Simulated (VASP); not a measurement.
BeZn2S2O:

```
Be Zn S O
1.0
     3.78127    0.00000    0.00000
     0.00000    3.78127    0.00000
     0.00000    0.00000    6.30113
Be Zn S O
1 2 2 1
Direct
  0.00000 0.00000 0.00000
  0.00000 0.50000 0.00000
  0.50000 0.00000 0.00000
  0.00000 0.00000 0.72022
  0.00000 0.00000 0.27978
  0.50000 0.50000 0.00000
```

The cell was generated, and may not be a known phase.

* Program: VASP 6.6.1
* Task: relaxation of cell and atoms
* Functional: PBE
* Potentials or basis: VASP PAW PBE potentials, release 64 (Be, Zn, S, O)
* Cutoff: 600 eV
* k mesh: 4 × 4 × 4
* Occupations: gaussian, width 0.1 eV
* Spin: no spin polarisation

At the start: pressure 38.2 GPa; volume 15.02 Å³/atom.

How do energy, volume and symmetry change on relaxing?

Over 20 steps the energy falls by 612.4 meV/atom and the volume is 23.22 Å³/atom (+54.6 %); space group P4/mmm (No. 123, to 0.1 Å) before and after.

Step by step:
```
step  energy change (eV)  largest force (eV/Å)  pressure (GPa)  volume (Å³)
   1              0.0000                1.0939           38.22        90.09
   2             -2.7530                2.8422           -7.08       144.81
   3             -3.3205                2.0279            0.26       122.54
   4             -3.3215                2.1051           -0.50       124.06
   5             -3.4632                0.5524            1.67       125.81
   6             -3.5021                0.4240            0.80       125.29
   7             -3.5629                0.2776            0.61       127.17
   8             -3.6482                0.0468            0.37       132.15
   9             -3.6484                0.7302            1.05       141.99
  10             -3.5735                1.1510           -1.91       149.21
  11             -3.6643                0.1037            0.06       144.10
  12             -3.6644                0.1264            0.10       144.02
  13             -3.6663                0.1121           -0.01       143.90
  14             -3.6688                0.0759           -0.31       143.55
  15             -3.6702                0.0403           -0.30       143.03
  16             -3.6728                0.0618           -0.23       141.46
  17             -3.6702                0.2527            0.00       138.34
  18             -3.6731                0.1075           -0.12       140.64
  19             -3.6740                0.0517           -0.02       139.95
  20             -3.6744                0.0015            0.11       139.33
```

Final structure:
```
Be Zn S O
1.0
     4.33636    0.00000    0.00000
     0.00000    4.33636    0.00000
     0.00000    0.00000    7.40945
Be Zn S O
1 2 2 1
Direct
  0.00000 0.00000 0.00000
  0.00000 0.50000 0.00000
  0.50000 0.00000 0.00000
  0.00000 0.00000 0.75465
  0.00000 0.00000 0.24535
  0.50000 0.50000 0.00000
```

Caveat: the volume moved by over 15 % at a fixed basis, so the end points are rough.
